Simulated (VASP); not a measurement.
# PbF2 in VASP: further runs

The runs below take PbF2 through electric field gradients, with LDA.

All numbers are computed with VASP 6.6.1; they aren't measurements. Logs are shortened: lines on timing, memory, paths and dates and some standing lists are left out, and cuts for length are marked.

### 1 The cell of the first run

The structure is tetragonal, space group I4/mmm (No. 139). The conventional cell has a = 4.200 Å, b = 4.200 Å, c = 5.999 Å, α = 90.00°, β = 90.00°, γ = 90.00°. Pb (site symmetry 4/mmm) has 8 F at 2.58 Å within 3.4 Å. Within 3.4 Å of F (site symmetry -4m2) lie 4 Pb at 2.58 Å and 6 F at 2.97 to 3.00 Å.

### 2 Electric field gradients, LDA (zz strain of +1 %)

Contents of INCAR:

```
SYSTEM = PbF2
ALGO = Normal
EDIFF = 1E-8
ENCUT = 520
GGA = CA
ISIF = 2
ISMEAR = -1
LASPH = .TRUE.
LCHARG = .FALSE.
LEFG = .TRUE.
LREAL = .FALSE.
LWAVE = .FALSE.
NBANDS = 21
NELM = 80
PREC = Accurate
SIGMA = 0.03
```

Contents of KPOINTS:

```
k-points
0
G
  7 7 7
  0 0 0
```

Contents of POSCAR:

```
PbF2
1.0
    0.0000000000      2.9698500000      2.9995485000
    2.9698500000      0.0000000000      2.9995485000
    2.9698500000      2.9698500000      0.0000000000
Pb F
1 2
Direct
    0.0000000000      0.0000000000      0.0000000000
    0.2500000000      0.2500000000      0.2500000000
    0.7500000000      0.7500000000      0.7500000000
```

Potentials or basis: VASP PAW LDA potentials, release 64 (Pb_d, F).

Run with:

```console
$ cat potpaw_LDA.64/Pb_d/POTCAR potpaw_LDA.64/F/POTCAR > POTCAR
$ mpirun -np 1 vasp_std > vasp.out
```

OUTCAR:

```text
SYSTEM = PbF2
   EDIFF = 1E-8
   ENCUT = 520
   GGA = CA
   ISIF = 2
   ISMEAR = -1
   LASPH = .TRUE.
   LREAL = .FALSE.
   NELM = 80
   PREC = Accurate

 ion  position               nearest neighbor table
   1  0.000  0.000  0.000-   3 2.58   2 2.58   3 2.58   2 2.58   3 2.58   3 2.58   2 2.58   2 2.58

   2  0.250  0.250  0.250-   1 2.58   1 2.58   1 2.58   1 2.58
   3  0.750  0.750  0.750-   1 2.58   1 2.58   1 2.58   1 2.58

  LATTYP: Found a body centered tetragonal cell.
 ALAT       =     4.2000021482
 C/A-ratio  =     1.4283556980

  Lattice vectors:

 A1 = (  -2.9698500000,   0.0000000000,   2.9995485000)
 A2 = (   2.9698500000,   0.0000000000,   2.9995485000)
 A3 = (   0.0000000000,   2.9698500000,  -2.9995485000)

Analysis of symmetry for initial positions (statically):
=====================================================================
 Subroutine PRICEL returns:
 Original cell was already a primitive cell.

 Routine SETGRP: Setting up the symmetry group for a
 body centered tetragonal supercell.

 Subroutine GETGRP returns: Found 16 space group operations
 (whereof 16 operations were pure point group operations)
 out of a pool of 16 trial point group operations.

The static configuration has the point symmetry D_4h.

Analysis of symmetry for dynamics (positions and initial velocities):
=====================================================================
 Subroutine PRICEL returns:
 Original cell was already a primitive cell.

 Routine SETGRP: Setting up the symmetry group for a
 body centered tetragonal supercell.

 Subroutine GETGRP returns: Found 16 space group operations
 (whereof 16 operations were pure point group operations)
 out of a pool of 16 trial point group operations.

The dynamic configuration has the point symmetry D_4h.

 Subroutine INISYM returns: Found 16 space group operations
 (whereof 16 operations are pure point group operations),
 and found     1 'primitive' translations

[... 130 lines left out ...]
 maximum number of plane-waves:      1435
   NGX = 15   NGY = 15   NGZ = 15

 number of electron      28.0000018 magnetization

 Free energy of the ion-electron system (eV)
  ---------------------------------------------------
  ext. energy  EPLUGINS =         0.00000000
  ---------------------------------------------------
  free energy    TOTEN  =       -15.88967763 eV

  energy without entropy =      -15.88967763  energy(sigma->0) =      -15.88967763

 E-fermi :   2.0020     XC(G=0):  -9.9846

 val. band max:        1.3112014816   @ k =  -0.2857   0.4286   0.1429
 cond. band min:       5.5452742933   @ k =   0.4286   0.0000   0.4286
 fundamental gap:      4.2340728117
 Fermi energy:         2.0020269924

 k-point     1 :       0.0000    0.0000    0.0000
  band No.  band energies     occupation
      1     -19.2681      2.00000
      2     -18.6253      2.00000
      3     -13.0158      2.00000
      4     -13.0091      2.00000
      5     -13.0091      2.00000
      6     -12.9474      2.00000
[... 565 lines left out ...]
     20      17.1881      0.00000
     21      17.4889      0.00000

 [... further k-points ...]

------------------------ aborting loop because EDIFF is reached ----------------------------------------

  FORCE on cell =-STRESS in cart. coord.  units (eV):
  Direction    XX          YY          ZZ          XY          YZ          ZX
  --------------------------------------------------------------------------------------
  -------------------------------------------------------------------------------------
  Total       -1.7734644     -1.7734644     -1.9593963      0.0000000      0.0000000      0.0000000
  in kB      -53.7004780    -53.7004780    -59.3304936      0.0000000      0.0000000      0.0000000
  external PRESSURE =     -55.5771498 kB  Pullay stress =       0.0000000 kB

 VOLUME and BASIS-vectors are now :
 -----------------------------------------------------------------------------
  energy-cutoff  :      520.00
  volume of cell :       52.91
      direct lattice vectors                 reciprocal lattice vectors
     0.000000000  2.969850000  2.999548500    -0.168358671  0.168358671  0.166691754
     2.969850000  0.000000000  2.999548500     0.168358671 -0.168358671  0.166691754
     2.969850000  2.969850000  0.000000000     0.168358671  0.168358671 -0.166691754

 POSITION                                       TOTAL-FORCE (eV/Angst)
 -----------------------------------------------------------------------------------
      0.00000      0.00000      0.00000         0.000000      0.000000      0.000000
      1.48493      1.48493      1.49977        -0.000000     -0.000000     -0.000000
      4.45477      4.45477      4.49932         0.000000      0.000000      0.000000
 -----------------------------------------------------------------------------------
    total drift:                                0.000000     -0.000000      0.000000

  FREE ENERGIE OF THE ION-ELECTRON SYSTEM (eV)
  ---------------------------------------------------
  free  energy   TOTEN  =       -15.8896776350 eV

  energy  without entropy=      -15.8896776350  energy(sigma->0) =      -15.88967763

 Electric field gradients (V/A^2)
---------------------------------------------------------------------
 ion       V_xx      V_yy      V_zz      V_xy      V_xz      V_yz
---------------------------------------------------------------------
   1       1.827     1.827    -3.654    -0.001    -0.001    -0.001
   2      -1.039    -1.039     2.077     0.003     0.003     0.003
   3      -1.039    -1.039     2.077     0.003     0.003     0.003
---------------------------------------------------------------------

 Electric field gradients after diagonalization (V/A^2)
 (convention: |V_zz| > |V_xx| > |V_yy|)
----------------------------------------------------------------------
 ion       V_xx      V_yy      V_zz     asymmetry (V_yy - V_xx)/ V_zz
----------------------------------------------------------------------
   1       1.828     1.826    -3.654       0.001
   2      -1.042    -1.036     2.077       0.003
   3      -1.042    -1.036     2.077       0.003
----------------------------------------------------------------------

           NMR quadrupolar parameters

 Cq : quadrupolar parameter    Cq=e*Q*V_zz/h
 eta: asymmetry parameters     (V_yy - V_xx)/ V_zz
 Q  : nuclear electric quadrupole moment in mb (millibarn)
----------------------------------------------------------------------
 ion       Cq(MHz)       eta       Q (mb)
----------------------------------------------------------------------
   1      -0.009       0.001       1.000
   2       0.005       0.003       1.000
   3       0.005       0.003       1.000
----------------------------------------------------------------------
```

OSZICAR:

```text
N       E                     dE             d eps       ncg     rms          rms(c)
DAV:   1     0.294451866888E+03    0.29445E+03   -0.14659E+04  1680   0.151E+03
DAV:   2     0.912778360722E+01   -0.28532E+03   -0.26781E+03  1799   0.419E+02
DAV:   3    -0.169740502792E+02   -0.26102E+02   -0.25799E+02  1965   0.137E+02
DAV:   4    -0.177131468642E+02   -0.73910E+00   -0.73858E+00  1955   0.245E+01
DAV:   5    -0.177394763455E+02   -0.26329E-01   -0.26328E-01  2123   0.483E+00    0.754E+00
DAV:   6    -0.159688069704E+02    0.17707E+01   -0.82879E+00  2296   0.225E+01    0.274E+00
DAV:   7    -0.159250957014E+02    0.43711E-01   -0.44298E-01  1785   0.408E+00    0.148E+00
DAV:   8    -0.158922890020E+02    0.32807E-01   -0.10883E-01  2043   0.328E+00    0.500E-01
DAV:   9    -0.158894100700E+02    0.28789E-02   -0.16756E-02  2135   0.922E-01    0.925E-02
DAV:  10    -0.158897226420E+02   -0.31257E-03   -0.85157E-04  1820   0.330E-01    0.360E-02
DAV:  11    -0.158896783646E+02    0.44277E-04   -0.91635E-05  2065   0.979E-02    0.131E-02
DAV:  12    -0.158896776027E+02    0.76188E-06   -0.35630E-05  2160   0.630E-02    0.577E-03
DAV:  13    -0.158896776192E+02   -0.16486E-07   -0.40005E-06  1864   0.203E-02    0.973E-04
DAV:  14    -0.158896776364E+02   -0.17247E-07   -0.14917E-07  2092   0.314E-03    0.284E-04
DAV:  15    -0.158896776350E+02    0.14675E-08   -0.75343E-09  1318   0.117E-03
   1 F= -.15889678E+02 E0= -.15889678E+02  d E =-.161140E-10
```

stdout:

```text
POSCAR found type information on POSCAR PbF
 POSCAR found :  2 types and       3 ions
 scaLAPACK will be used
 LDA part: xc-table for (Slater(with rela. corr.)+CA(PZ))
 , standard interpolation
 POSCAR, INCAR and KPOINTS ok, starting setup
 FFT: planning ... GRIDC
 FFT: planning ... GRID_SOFT
 FFT: planning ... GRID
 WAVECAR not read
 entering main loop
ion   1

ion   2

ion   3
```

It took 30 s on 1 thread of AMD EPYC 9R45 (Zen 5), shared host; peak memory 0.14 GiB.

What came out:

```yaml
Free_energy: -15.8897 eV
Pressure: -5.6 GPa
Band_gap_on_the_k_mesh: 4.23 eV, indirect (least direct gap 4.47 eV)
```

Stress tensor (GPa, compression positive):
```
-5.37  0.00  0.00
 0.00 -5.37  0.00
 0.00  0.00 -5.93
```

Electric field gradients, principal values (V/Å²):
```tsv
atom	least	middle	greatest (by size)
1 Pb	1.826	1.828	-3.654
2 F	-1.036	-1.042	2.077
3 F	-1.036	-1.042	2.077
```

Caveat: the cell differs from its parent crystal (zz strain of +1 %); without QUAD_EFG the Cq values of the log hold for a quadrupole moment of 1 mb, not for the nuclei; spin-orbit coupling is left out, which moves the levels of the heavy elements.

### 3 Electric field gradients, LDA (equal xy, yz and zx shear strains of -1 %)

Contents of INCAR:

```
SYSTEM = PbF2
  ALGO = Normal
  EDIFF = 1E-8
  ENCUT = 520
  GGA = CA
  ISIF = 2
  ISMEAR = -1
  LASPH = .True.
  LCHARG = .False.
  LEFG = .True.
  LREAL = .False.
  LWAVE = .False.
  NBANDS = 21
  NELM = 60
  PREC = Accurate
  SIGMA = 0.03
```

Contents of KPOINTS:

```
k-points
0
Gamma
  7 7 7
  0 0 0
```

Contents of POSCAR:

```
PbF2
1.0
   -0.0296985000      2.9550007500      2.9550007500
    2.9550007500     -0.0296985000      2.9550007500
    2.9550007500      2.9550007500     -0.0296985000
Pb F
1 2
Direct
    0.0000000000      0.0000000000      0.0000000000
    0.2500000000      0.2500000000      0.2500000000
    0.7500000000      0.7500000000      0.7500000000
```

Potentials or basis: VASP PAW LDA potentials, release 64 (Pb_d, F).

Run with:

```console
$ cat potpaw_LDA.64/Pb_d/POTCAR potpaw_LDA.64/F/POTCAR > POTCAR
$ mpirun -np 1 vasp_std > vasp.out
```

OUTCAR:

```text
SYSTEM = PbF2
   EDIFF = 1E-8
   ENCUT = 520
   GGA = CA
   ISIF = 2
   ISMEAR = -1
   LASPH = .True.
   LREAL = .False.
   NELM = 60
   PREC = Accurate

 ion  position               nearest neighbor table
   1  0.000  0.000  0.000-   2 2.55   3 2.55   3 2.58   3 2.58   3 2.58   2 2.58   2 2.58   2 2.58

   2  0.250  0.250  0.250-   1 2.55   1 2.58   1 2.58   1 2.58
   3  0.750  0.750  0.750-   1 2.55   1 2.58   1 2.58   1 2.58

  LATTYP: Found a trigonal (rhomboedric) cell.
 ALAT       =     4.1791076638
 COS(alpha) =     0.4899250057

  Lattice vectors:

 A1 = (  -0.0296985000,   2.9550007500,   2.9550007500)
 A2 = (   2.9550007500,  -0.0296985000,   2.9550007500)
 A3 = (   2.9550007500,   2.9550007500,  -0.0296985000)

Analysis of symmetry for initial positions (statically):
=====================================================================
 Subroutine PRICEL returns:
 Original cell was already a primitive cell.

 Routine SETGRP: Setting up the symmetry group for a
 trigonal (rhombohedral) supercell.

 Subroutine GETGRP returns: Found 12 space group operations
 (whereof 12 operations were pure point group operations)
 out of a pool of 12 trial point group operations.

The static configuration has the point symmetry D_3d.

Analysis of symmetry for dynamics (positions and initial velocities):
=====================================================================
 Subroutine PRICEL returns:
 Original cell was already a primitive cell.

 Routine SETGRP: Setting up the symmetry group for a
 trigonal (rhombohedral) supercell.

 Subroutine GETGRP returns: Found 12 space group operations
 (whereof 12 operations were pure point group operations)
 out of a pool of 12 trial point group operations.

The dynamic configuration has the point symmetry D_3d.

 Subroutine INISYM returns: Found 12 space group operations
 (whereof 12 operations are pure point group operations),
 and found     1 'primitive' translations

----------------------------------------------------------------------------------------

                                     Primitive cell

  volume of cell :      52.3843

  direct lattice vectors                    reciprocal lattice vectors
    -0.029698500  2.955000750  2.955000750    -0.166675000  0.168367132  0.168367132
     2.955000750 -0.029698500  2.955000750     0.168367132 -0.166675000  0.168367132
     2.955000750  2.955000750 -0.029698500     0.168367132  0.168367132 -0.166675000

  length of vectors
     4.179107664  4.179107664  4.179107664     0.290646758  0.290646758  0.290646758

  position of ions in fractional coordinates (direct lattice)
     0.000000000  0.000000000  0.000000000
     0.250000000  0.250000000  0.250000000
[... 77 lines left out ...]
   ENCUT  =  520.0 eV  38.22 Ry    6.18 a.u.   7.77  7.77  7.77*2*pi/ulx,y,z
   NELM   =     60;   NELMIN=  2; NELMDL= -5     # of ELM steps
   EDIFF  = 0.1E-07   stopping-criterion for ELM
   LREAL  =      F    real-space projection
   EDIFFG = 0.1E-06   stopping-criterion for IOM
   NSW    =      0    number of steps for IOM
   IBRION =     -1    ionic relax: 0-MD 1-quasi-New 2-CG
   NFREE  =      0    steps in history (QN), initial steepest desc. (CG)
   ISIF   =      2    stress and relaxation
   ISYM   =      2    0-nonsym 1-usesym 2-fastsym
   POTIM  = 0.5000    time-step for ionic-motion
   TEBEG  =    0.0;   TEEND  =   0.0 temperature during run
   PSTRESS=    0.0 pullay stress
   NELECT =      28.0000    total number of electrons
   NUPDOWN=      -1.0000    fix difference up-down
   EMIN   =  10.00;   EMAX   =-10.00  energy-range for DOS
   EFERMI =   0.00;   METHOD = LEGACY
   ISMEAR =    -1;   SIGMA  =   0.03  broadening in eV -4-tet -1-fermi 0-gaus
   EFERMI_NEDOS =   21; number of points for ismear=-14 and -15
   IALGO  =     38    algorithm
   IMIX   =      4    mixing-type and parameters
     AMIX     =   0.40;   BMIX     =  1.00
     AMIX_MAG =   1.60;   BMIX_MAG =  1.00
  volume/ion in A,a.u.               =      17.46       117.84
  Fermi-wavevector in a.u.,A,eV,Ry     =   1.328599  2.510688 24.016664  1.765175
  Thomas-Fermi vector in A             =   2.457824
   LORBIT       =      0    0 simple, 1 ext, 2 COOP (PROOUT), +10 PAW based schemes
   GGA     = CA    functional components
   LHFCALC =     F    Hartree Fock is set to
   AEXX    =    0.0000 exact exchange contribution
   IVDW    =     0    specifies the selected vdW correction
   LEPSILON=     F    determine dielectric tensor
   LRPA    =     F    only Hartree local field effects (RPA)
 non-spin polarized calculation
  energy-cutoff  :      520.00
  volume of cell :       52.38
 maximum number of plane-waves:      1420
   NGX = 15   NGY = 15   NGZ = 15

 number of electron      28.0000011 magnetization

 Free energy of the ion-electron system (eV)
  ---------------------------------------------------
  ext. energy  EPLUGINS =         0.00000000
  ---------------------------------------------------
  free energy    TOTEN  =       -15.90521832 eV

  energy without entropy =      -15.90521832  energy(sigma->0) =      -15.90521832

 E-fermi :   2.1254     XC(G=0): -10.0341

 val. band max:        1.4272039505   @ k =  -0.2857   0.4286   0.2857
 cond. band min:       5.6775441213   @ k =   0.4286   0.4286  -0.0000
 fundamental gap:      4.2503401709
 Fermi energy:         2.1254028778

 k-point     1 :       0.0000    0.0000    0.0000
  band No.  band energies     occupation
      1     -19.2285      2.00000
      2     -18.5674      2.00000
      3     -12.9012      2.00000
      4     -12.9012      2.00000
      5     -12.8983      2.00000
      6     -12.8302      2.00000
[... 565 lines left out ...]
     20      16.9826      0.00000
     21      17.1302      0.00000

 [... further k-points ...]
[... 5 lines left out ...]
  --------------------------------------------------------------------------------------
  -------------------------------------------------------------------------------------
  Total       -1.6033021     -1.6033021     -1.6033021      0.0966844      0.0966844      0.0966844
  in kB      -49.0371334    -49.0371334    -49.0371334      2.9571023      2.9571023      2.9571023
  external PRESSURE =     -49.0371334 kB  Pullay stress =       0.0000000 kB

 VOLUME and BASIS-vectors are now :
 -----------------------------------------------------------------------------
  energy-cutoff  :      520.00
  volume of cell :       52.38
      direct lattice vectors                 reciprocal lattice vectors
    -0.029698500  2.955000750  2.955000750    -0.166675000  0.168367132  0.168367132
     2.955000750 -0.029698500  2.955000750     0.168367132 -0.166675000  0.168367132
     2.955000750  2.955000750 -0.029698500     0.168367132  0.168367132 -0.166675000

 POSITION                                       TOTAL-FORCE (eV/Angst)
 -----------------------------------------------------------------------------------
      0.00000      0.00000      0.00000        -0.000000      0.000000      0.000000
      1.47008      1.47008      1.47008         0.020672      0.020672      0.020672
      4.41023      4.41023      4.41023        -0.020672     -0.020672     -0.020672
 -----------------------------------------------------------------------------------
    total drift:                                0.000000     -0.000000      0.000000

  FREE ENERGIE OF THE ION-ELECTRON SYSTEM (eV)
  ---------------------------------------------------
  free  energy   TOTEN  =       -15.9052183200 eV

  energy  without entropy=      -15.9052183200  energy(sigma->0) =      -15.90521832

 Electric field gradients (V/A^2)
---------------------------------------------------------------------
 ion       V_xx      V_yy      V_zz      V_xy      V_xz      V_yz
---------------------------------------------------------------------
   1       0.000     0.000     0.000   -10.653   -10.653   -10.653
   2       0.000     0.000     0.000     0.265     0.265     0.265
   3       0.000     0.000     0.000     0.265     0.265     0.265
---------------------------------------------------------------------

 Electric field gradients after diagonalization (V/A^2)
 (convention: |V_zz| > |V_xx| > |V_yy|)
----------------------------------------------------------------------
 ion       V_xx      V_yy      V_zz     asymmetry (V_yy - V_xx)/ V_zz
----------------------------------------------------------------------
   1      10.653    10.653   -21.306       0.000
   2      -0.265    -0.265     0.529       0.000
   3      -0.265    -0.265     0.529       0.000
----------------------------------------------------------------------

           NMR quadrupolar parameters

 Cq : quadrupolar parameter    Cq=e*Q*V_zz/h
 eta: asymmetry parameters     (V_yy - V_xx)/ V_zz
 Q  : nuclear electric quadrupole moment in mb (millibarn)
----------------------------------------------------------------------
 ion       Cq(MHz)       eta       Q (mb)
----------------------------------------------------------------------
   1      -0.052       0.000       1.000
   2       0.001       0.000       1.000
   3       0.001       0.000       1.000
----------------------------------------------------------------------
```

Wall time 14 s (1 thread of Intel Xeon 6975P-C (Granite Rapids), shared host); peak memory 0.18 GiB.

What came out:

- Free energy: -15.9052 eV
- Pressure: -4.9 GPa
- Largest force: 0.036 eV/Å
- Band gap on the k mesh: 4.25 eV, indirect (least direct gap 4.48 eV)

Forces on the atoms (eV/Å):
```
Pb   0.000  0.000  0.000
F    0.021  0.021  0.021
F   -0.021 -0.021 -0.021
```

Electric field gradients, principal values (V/Å²):
| atom | least | middle | greatest (by size) |
| --- | --- | --- | --- |
| 1 Pb | 10.653 | 10.653 | -21.306 |
| 2 F | -0.265 | -0.265 | 0.529 |
| 3 F | -0.265 | -0.265 | 0.529 |

Caveat: the cell differs from its parent crystal (equal xy, yz and zx shear strains of -1 %); without QUAD_EFG the Cq values of the log hold for a quadrupole moment of 1 mb, not for the nuclei; spin-orbit coupling is left out, which moves the levels of the heavy elements. A k mesh can miss the band edges.

(Part 1 of 2 ends here.)
